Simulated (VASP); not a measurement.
# SiC (CsCl type) (Pm-3m) in VASP: further runs

SiC (CsCl type) is run at these levels: PBE; tasks: single point.

Program: VASP 6.6.1. These are calculated values, not measurements. Logs are shortened: lines on timing, memory, paths and dates and some standing lists are left out, and cuts for length are marked.

**1. The cell of the first run**

It takes space group Pm-3m (No. 221, cubic). Conventional cell: a = 2.164 Å, b = 2.164 Å, c = 2.164 Å, α = 90.00°, β = 90.00°, γ = 90.00°. Within 2.5 Å of Si (site symmetry m-3m) lie 8 C at 1.87 Å and 6 Si at 2.16 Å. Within 2.5 Å of C (site symmetry m-3m) lie 8 Si at 1.87 Å and 6 C at 2.16 Å.

**2. Single point, PBE (5.06 Å³/atom)**

Input file INCAR:

```
PREC = Accurate ; ENCUT = 600
EDIFF = 1E-6 ; ISMEAR = -1
SIGMA = 0.08 ; LREAL = F
LASPH = T ; NELM = 120
ALGO = Normal ; ISIF = 2
LWAVE = F ; LCHARG = F
GGA = PE ; NBANDS = 11
GGA_COMPAT = F
```

Input file KPOINTS:

```
regular mesh
0
Gamma
  14 14 14
```

Input file POSCAR:

```
SiC
1.0
    2.1636332453      0.0000000000      0.0000000000
    0.0000000000      2.1636332453      0.0000000000
    0.0000000000      0.0000000000      2.1636332453
Si C
1 1
Direct
    0.0000000000      0.0000000000      0.0000000000
    0.5000000000      0.5000000000      0.5000000000
```

Potentials or basis: VASP PAW PBE potentials, release 64 (Si, C).

Command:

```bash
$ cat potpaw_PBE.64/Si/POTCAR potpaw_PBE.64/C/POTCAR > POTCAR
$ mpirun -np 1 vasp_std > vasp.out
```

OUTCAR:

```text
PREC = Accurate
   ENCUT = 600
   EDIFF = 1E-6
   ISMEAR = -1
   LREAL = F
   LASPH = T
   NELM = 120
   ISIF = 2
   GGA = PE

 ion  position               nearest neighbor table
   1  0.000  0.000  0.000-   2 1.87   2 1.87   2 1.87   2 1.87   2 1.87   2 1.87   2 1.87   2 1.87

   2  0.500  0.500  0.500-   1 1.87   1 1.87   1 1.87   1 1.87   1 1.87   1 1.87   1 1.87   1 1.87

  LATTYP: Found a simple cubic cell.
 ALAT       =     2.1636332453

  Lattice vectors:

 A1 = (   2.1636332453,   0.0000000000,   0.0000000000)
 A2 = (   0.0000000000,   2.1636332453,   0.0000000000)
 A3 = (   0.0000000000,   0.0000000000,   2.1636332453)

Analysis of symmetry for initial positions (statically):
=====================================================================
 Subroutine PRICEL returns:
 Original cell was already a primitive cell.

 Routine SETGRP: Setting up the symmetry group for a
 simple cubic supercell.

 Subroutine GETGRP returns: Found 48 space group operations
 (whereof 48 operations were pure point group operations)
 out of a pool of 48 trial point group operations.

The static configuration has the point symmetry O_h .

Analysis of symmetry for dynamics (positions and initial velocities):
=====================================================================
 Subroutine PRICEL returns:
 Original cell was already a primitive cell.

 Routine SETGRP: Setting up the symmetry group for a
 simple cubic supercell.

 Subroutine GETGRP returns: Found 48 space group operations
 (whereof 48 operations were pure point group operations)
 out of a pool of 48 trial point group operations.

The dynamic configuration has the point symmetry O_h .

 Subroutine INISYM returns: Found 48 space group operations
 (whereof 48 operations are pure point group operations),
 and found     1 'primitive' translations

----------------------------------------------------------------------------------------

                                     Primitive cell

  volume of cell :      10.1286

  direct lattice vectors                    reciprocal lattice vectors
     2.163633245  0.000000000  0.000000000     0.462185540  0.000000000  0.000000000
     0.000000000  2.163633245  0.000000000     0.000000000  0.462185540  0.000000000
     0.000000000  0.000000000  2.163633245     0.000000000  0.000000000  0.462185540

  length of vectors
     2.163633245  2.163633245  2.163633245     0.462185540  0.462185540  0.462185540

  position of ions in fractional coordinates (direct lattice)
     0.000000000  0.000000000  0.000000000
     0.500000000  0.500000000  0.500000000

  ion indices of the primitive-cell ions
   primitive index   ion index
                 1           1
                 2           2

----------------------------------------------------------------------------------------

 KPOINTS: regular mesh

Automatic generation of k-mesh.
 Grid dimensions read from file:
 generate k-points for:   14   14   14

 Generating k-lattice:

  Cartesian coordinates                     Fractional coordinates (reciprocal lattice)
     0.033013253  0.000000000  0.000000000     0.071428571  0.000000000  0.000000000
     0.000000000  0.033013253  0.000000000     0.000000000  0.071428571  0.000000000
     0.000000000  0.000000000  0.033013253     0.000000000  0.000000000  0.071428571

  Length of vectors
     0.033013253  0.033013253  0.033013253

  Shift w.r.t. Gamma in fractional coordinates (k-lattice)
     0.000000000  0.000000000  0.000000000

 Subroutine IBZKPT returns following result:
 ===========================================

 Found    120 irreducible k-points:

 Following reciprocal coordinates:
            Coordinates               Weight
  0.000000  0.000000  0.000000      1.000000
  0.071429  0.000000  0.000000      6.000000
  0.142857  0.000000  0.000000      6.000000
  0.214286  0.000000  0.000000      6.000000
  0.285714  0.000000  0.000000      6.000000
  0.357143  0.000000  0.000000      6.000000
[... 16 lines left out ...]
  0.285714  0.214286  0.000000     24.000000
  0.357143  0.214286  0.000000     24.000000
 [... further k-points ...]
   k-points           NKPTS =    120   k-points in BZ     NKDIM =    120   number of bands    NBANDS=     11
   number of dos      NEDOS =    301   number of ions     NIONS =      2
   total plane-waves  NPLWV =   5832
   dimension x,y,z NGX =    18 NGY =   18 NGZ =   18
   dimension x,y,z NGXF=    36 NGYF=   36 NGZF=   36
   ions per type =               1   1
   NGX,Y,Z   is equivalent  to a cutoff of  13.83, 13.83, 13.83 a.u.
   NGXF,Y,Z  is equivalent  to a cutoff of  27.66, 27.66, 27.66 a.u.
 SYSTEM =  unknown system
   PREC   = accura    normal or accurate (medium, high low for compatibility)
   ISTART =      0    job   : 0-new  1-cont  2-samecut
   ICHARG =      2    charge: 1-file 2-atom 10-const
   ISPIN  =      1    spin polarized calculation?
   LNONCOLLINEAR =      F non collinear calculations
   LSORBIT =      F    spin-orbit coupling
   LASPH  =      T    aspherical Exc in radial PAW
   ENCUT  =  600.0 eV  44.10 Ry    6.64 a.u.   4.32  4.32  4.32*2*pi/ulx,y,z
   NELM   =    120;   NELMIN=  2; NELMDL= -5     # of ELM steps
   EDIFF  = 0.1E-05   stopping-criterion for ELM
   LREAL  =      F    real-space projection
   EDIFFG = 0.1E-04   stopping-criterion for IOM
   NSW    =      0    number of steps for IOM
   IBRION =     -1    ionic relax: 0-MD 1-quasi-New 2-CG
   NFREE  =      0    steps in history (QN), initial steepest desc. (CG)
   ISIF   =      2    stress and relaxation
   ISYM   =      2    0-nonsym 1-usesym 2-fastsym
   POTIM  = 0.5000    time-step for ionic-motion
   TEBEG  =    0.0;   TEEND  =   0.0 temperature during run
   PSTRESS=    0.0 pullay stress
   NELECT =       8.0000    total number of electrons
   NUPDOWN=      -1.0000    fix difference up-down
   EMIN   =  10.00;   EMAX   =-10.00  energy-range for DOS
   EFERMI =   0.00;   METHOD = LEGACY
   ISMEAR =    -1;   SIGMA  =   0.08  broadening in eV -4-tet -1-fermi 0-gaus
   EFERMI_NEDOS =   21; number of points for ismear=-14 and -15
   IALGO  =     38    algorithm
   IMIX   =      4    mixing-type and parameters
     AMIX     =   0.40;   BMIX     =  1.00
     AMIX_MAG =   1.60;   BMIX_MAG =  1.00
  volume/ion in A,a.u.               =       5.06        34.18
  Fermi-wavevector in a.u.,A,eV,Ry     =   1.513287  2.859697 31.157835  2.290036
  Thomas-Fermi vector in A             =   2.623098
   LORBIT       =      0    0 simple, 1 ext, 2 COOP (PROOUT), +10 PAW based schemes
   GGA     = PE    functional components
   LHFCALC =     F    Hartree Fock is set to
   AEXX    =    0.0000 exact exchange contribution
   IVDW    =     0    specifies the selected vdW correction
   LEPSILON=     F    determine dielectric tensor
   LRPA    =     F    only Hartree local field effects (RPA)
 non-spin polarized calculation
  energy-cutoff  :      600.00
  volume of cell :       10.13
 maximum number of plane-waves:       356
 NGX is ok and might be reduce to    18
   NGX =  9   NGY =  9   NGZ =  9

 number of electron       7.9999999 magnetization

 Free energy of the ion-electron system (eV)
  ---------------------------------------------------
  ext. energy  EPLUGINS =         0.00000000
  ---------------------------------------------------
  free energy    TOTEN  =        -5.23832043 eV

  energy without entropy =       -5.22404885  energy(sigma->0) =       -5.23118464

 E-fermi :  21.8633     XC(G=0): -15.2524

 val. band max:       21.8605515000   @ k =   0.5000   0.2857   0.1429
 cond. band min:      21.8651630328   @ k =   0.4286   0.0714   0.0714
 fundamental gap:      0.0046115328
 Fermi energy:        21.8633408678

 k-point     1 :       0.0000    0.0000    0.0000
  band No.  band energies     occupation
      1      -3.6521      2.00000
      2      19.9951      2.00000
      3      19.9951      2.00000
      4      19.9951      2.00000
      5      25.0607      0.00000
      6      25.0607      0.00000
      7      33.6332      0.00000
      8      45.7812      0.00000
      9      45.7812      0.00000
     10      45.7812      0.00000
     11      49.0221      0.00000

 k-point     2 :       0.0714    0.0000    0.0000
  band No.  band energies     occupation
      1      -3.5087      2.00000
      2      18.4314      2.00000
      3      20.0894      2.00000
      4      20.0894      2.00000
      5      25.2125      0.00000
      6      26.5797      0.00000
      7      33.8566      0.00000
      8      44.7676      0.00000
      9      44.7676      0.00000
     10      45.5770      0.00000
     11      49.1667      0.00000

 k-point     3 :       0.1429    0.0000    0.0000
  band No.  band energies     occupation
      1      -3.0795      2.00000
      2      15.6966      2.00000
      3      20.3651      2.00000
      4      20.3651      2.00000
      5      25.6651      0.00000
      6      29.0419      0.00000
      7      34.5797      0.00000
      8      42.6317      0.00000
      9      42.6317      0.00000
     10      45.1703      0.00000
     11      49.2568      0.00000

 k-point     4 :       0.2143    0.0000    0.0000
  band No.  band energies     occupation
      1      -2.3683      2.00000
      2      12.8816      2.00000
      3      20.7979      2.00000
      4      20.7979      2.00000
      5      26.4087      0.00000
      6      31.0533      0.00000
      7      35.7841      0.00000
      8      40.2777      0.00000
      9      40.2777      0.00000
     10      45.0743      0.00000
     11      45.6394      0.00000
[... 239 lines left out ...]
 k-point    22 :       0.2143    0.2143    0.0000
  band No.  band energies     occupation
      1      -1.1031      2.00000
      2      13.0102      2.00000
      3      15.2083      2.00000
      4      21.6555      1.86154
      5      28.5421      0.00000
      6      32.6706      0.00000
      7      34.7809      0.00000
      8      39.9408      0.00000
      9      40.4916      0.00000
     10      42.4467      0.00000
     11      45.9357      0.00000

 k-point    23 :       0.2857    0.2143    0.0000
  band No.  band energies     occupation
      1      -0.1316      2.00000
      2      11.0998      2.00000
      3      15.3033      2.00000
      4      22.2368      0.01860
      5      27.3793      0.00000
      6      32.4676      0.00000
      7      35.9241      0.00000
      8      38.9207      0.00000
      9      40.8886      0.00000
     10      42.3455      0.00000
     11      45.7587      0.00000

 k-point    24 :       0.3571    0.2143    0.0000
  band No.  band energies     occupation
      1       1.0961      2.00000
      2       8.7907      2.00000
      3      16.1135      2.00000
      4      22.8452      0.00001
      5      25.6337      0.00000
      6      33.1453      0.00000
      7      36.3527      0.00000
      8      37.1469      0.00000
      9      41.3435      0.00000
     10      43.0283      0.00000
     11      45.1373      0.00000

 [... further k-points ...]

------------------------ aborting loop because EDIFF is reached ----------------------------------------

  FORCE on cell =-STRESS in cart. coord.  units (eV):
  Direction    XX          YY          ZZ          XY          YZ          ZX
  --------------------------------------------------------------------------------------
  -------------------------------------------------------------------------------------
  Total       23.1400390     23.1400390     23.1400390      0.0000000     -0.0000000     -0.0000000
  in kB     3660.3594151   3660.3594151   3660.3594151      0.0000000     -0.0000000     -0.0000000
  external PRESSURE =    3660.3594151 kB  Pullay stress =       0.0000000 kB

 VOLUME and BASIS-vectors are now :
 -----------------------------------------------------------------------------
  energy-cutoff  :      600.00
  volume of cell :       10.13
      direct lattice vectors                 reciprocal lattice vectors
     2.163633245  0.000000000  0.000000000     0.462185540  0.000000000  0.000000000
     0.000000000  2.163633245  0.000000000     0.000000000  0.462185540  0.000000000
     0.000000000  0.000000000  2.163633245     0.000000000  0.000000000  0.462185540

 POSITION                                       TOTAL-FORCE (eV/Angst)
 -----------------------------------------------------------------------------------
      0.00000      0.00000      0.00000         0.000000      0.000000      0.000000
      1.08182      1.08182      1.08182         0.000000      0.000000      0.000000
 -----------------------------------------------------------------------------------
    total drift:                                0.000000     -0.000000      0.000000

  FREE ENERGIE OF THE ION-ELECTRON SYSTEM (eV)
  ---------------------------------------------------
  free  energy   TOTEN  =        -5.2383204306 eV

  energy  without entropy=       -5.2240488458  energy(sigma->0) =       -5.23118464
```

It took 9.1 s on 1 thread of Intel Xeon Platinum 8488C (Sapphire Rapids), shared host; peak memory 0.13 GiB.

What came out:

| Property | Result |
| --- | --- |
| Free energy | -5.2383 eV |
| Pressure | 366.0 GPa |
| Band gap on the k mesh | zero (bands 4 and 5 overlap by 4.95 eV) |

Levels at points of the mesh, in eV from the Fermi level:
| k point | band 1 | band 2 | band 3 | band 4 | band 5 | band 6 | band 7 | band 8 | band 9 |
| --- | --- | --- | --- | --- | --- | --- | --- | --- | --- |
| (0.00, 0.00, 0.00) | -25.52 | -1.87 | -1.87 | -1.87 | 3.20 | 3.20 | 11.77 | 23.92 | 23.92 |
| (0.50, 0.00, 0.00) | -19.35 | -17.80 | 0.66 | 0.66 | 8.59 | 12.74 | 12.82 | 12.82 | 14.58 |
| (0.50, 0.50, 0.00) | -13.26 | -13.26 | -13.08 | -5.81 | 3.93 | 15.02 | 15.02 | 15.76 | 15.76 |
| (0.50, 0.50, 0.50) | -8.96 | -8.96 | -8.96 | -5.66 | -2.46 | -2.46 | -2.46 | 9.53 | 30.74 |

Caveat: the cell stands under pressure.

**3. Single point, PBE (5.06 Å³/atom)**

Input file INCAR:

```
SYSTEM = SiC
PREC = Accurate
ENCUT = 600
EDIFF = 1E-6
ISMEAR = -1
SIGMA = 0.08
LREAL = .False.
LASPH = .True.
NELM = 120
ALGO = Normal
ISIF = 2
LWAVE = .False.
LCHARG = .True.
GGA = PE
LELF = .True.
LVHAR = .True.
NBANDS = 11
GGA_COMPAT = .False.
```

Input file KPOINTS:

```
regular mesh
0
Gamma
  14 14 14
  0 0 0
```

POSCAR is that of step 2.

Potentials or basis: VASP PAW PBE potentials, release 64 (Si, C).

Command:

```bash
$ cat potpaw_PBE.64/Si/POTCAR potpaw_PBE.64/C/POTCAR > POTCAR
$ mpirun -np 1 vasp_std > vasp.out
```

Wall time 11 s (1 thread of Intel Xeon Platinum 8488C (Sapphire Rapids), shared host); peak memory 0.13 GiB.

Results (log left out):

* Free energy: -5.2383 eV
* Pressure: 366.0 GPa
* Band gap on the k mesh: zero (bands 4 and 5 overlap by 4.95 eV)

Levels at points of the mesh, in eV from the Fermi level:
```csv
k point,band 1,band 2,band 3,band 4,band 5,band 6,band 7,band 8
"(0.00, 0.00, 0.00)",-25.52,-1.87,-1.87,-1.87,3.20,3.20,11.77,23.92
"(0.50, 0.00, 0.00)",-19.35,-17.80,0.66,0.66,8.59,12.74,12.82,12.82
"(0.50, 0.50, 0.00)",-13.26,-13.26,-13.08,-5.81,3.93,15.02,15.02,15.76
"(0.50, 0.50, 0.50)",-8.96,-8.96,-8.96,-5.66,-2.46,-2.46,-2.46,9.53
```

Caveat: the cell stands under pressure.
